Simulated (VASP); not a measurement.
A run of VASP 6.6.1:

The input INCAR:

```
  PREC = Accurate
  ENCUT = 600
  EDIFF = 1E-6
  ISMEAR = 0
  SIGMA = 0.1
  LREAL = False
  LASPH = True
  NELM = 80
  ALGO = Fast
  ISIF = 3
  LWAVE = False
  LCHARG = False
  GGA = PE
  IBRION = 2
  NSW = 100
  EDIFFG = -0.01
```

The input KPOINTS:

```
regular mesh
0
Gamma
  8 8 8
```

The input POSCAR:

```
Na2Hf
1.0
    0.0000000000      4.2305218871      4.2305218871
    4.2305218871      0.0000000000      4.2305218871
    4.2305218871      4.2305218871      0.0000000000
Na Hf
4 2
Direct
    0.1250000000      0.1250000000      0.1250000000
    0.6250000000      0.1250000000      0.1250000000
    0.1250000000      0.1250000000      0.6250000000
    0.1250000000      0.6250000000      0.1250000000
    0.5000000000      0.5000000000      0.5000000000
    0.7500000000      0.7500000000      0.7500000000
```

Potentials or basis: VASP PAW PBE potentials, release 64 (Na_pv, Hf_pv).

Run with:

```bash
$ cat potpaw_PBE.64/Na_pv/POTCAR potpaw_PBE.64/Hf_pv/POTCAR > POTCAR
$ mpirun -np 1 vasp_std > vasp.out
```

Hardware: 1 thread of Intel(R) Xeon(R) Platinum 8259CL CPU @ 2.50GHz (Skylake/Cascade Lake), with other jobs on the host.

Task: How long does it take, and how much memory?

Result: Wall time 4.4 min on 1 thread of Intel(R) Xeon(R) Platinum 8259CL CPU @ 2.50GHz (Skylake/Cascade Lake), with other jobs on the host, peak memory 0.39 GiB. Counts: scf iterations 26, k points 29, ion steps 1.
